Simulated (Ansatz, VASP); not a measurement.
**Lu in VASP and in Ansatz**

```xyz
1
Lattice="-1.9242 1.9242 1.9242 1.9242 -1.9242 1.9242 1.9242 1.9242 -1.9242" Properties=species:S:1:pos:R:3 pbc="T T T"
Lu    0.0000    0.0000    0.0000
```

Alike in both runs: task single point; functional PBE; k mesh 13 × 13 × 13; occupations fermi-dirac, width 0.1 eV; no spin polarisation.

```csv
,VASP,Ansatz
version,VASP 6.6.1,Ansatz 0.2.0
potentials or method,"VASP PAW PBE potentials, release 64 (Lu), cutoff 520 eV","plane waves (420 eV) with PAW, scalar-relativistic"
valence electrons in the cell,25,25
```

```tsv
	VASP	Ansatz	Ansatz less VASP
pressure (GPa)	2.0	1.9	-0.14
```

With one functional, cell and mesh, what is left measures potentials, basis and numerics.

Neither program's run includes spin-orbit coupling.
